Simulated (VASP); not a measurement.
**WAu: relaxation of the atoms with PBE**

The system is WAu.

```
W Au
1.0
     0.00000    2.90921    2.90921
     2.90921    0.00000    2.90921
     2.90921    2.90921    0.00000
W Au
1 1
Direct
  0.00000 0.00000 0.00000
  0.75000 0.75000 0.75000
```

```yaml
Program: VASP 6.6.1
Task: relaxation of the atoms
Functional: PBE
Potentials_or_basis: VASP PAW PBE potentials, release 64 (W_sv, Au)
Cutoff: 520 eV
k_mesh: 8 × 8 × 8
Occupations: fermi-dirac, width 0.05 eV
Spin: no spin polarisation
Dipole_correction: no
Further_INCAR_settings: ALGO = Normal; EDIFF = 1e-06; IBRION = 2; EDIFFG = -0.01; NSW = 60
```

```
Pressure after relaxing : 0.1 GPa
Band gap on the k mesh  : zero (an odd number of electrons rules out a gap without spin polarisation)
```

Final structure:
```yaml
crystal:
  lattice:
    - [0.00000, 2.90921, 2.90921]
    - [2.90921, 0.00000, 2.90921]
    - [2.90921, 2.90921, 0.00000]
  atoms:
    - { symbol: W, position: [0.00000, 0.00000, 0.00000] }
    - { symbol: Au, position: [0.75000, 0.75000, 0.75000] }
```

Levels at points of the mesh, in eV from the Fermi level:
```csv
k point,band 11,band 12,band 13,band 14,band 15,band 16
"(0.00, 0.00, 0.00)",-0.73,-0.73,-0.73,1.52,1.52,8.36
"(0.50, 0.00, 0.00)",-1.83,-0.26,-0.26,1.35,1.35,1.98
"(0.50, 0.50, 0.00)",-2.75,0.37,1.24,1.45,1.45,2.70
```

Wall time 42 s on 1 thread of Intel Xeon 8259CL (shared host), peak memory 0.19 GiB.

Caveat: the relaxation stopped at its first step, so nothing moved; spin-orbit coupling is left out, which moves the levels of the heavy elements.
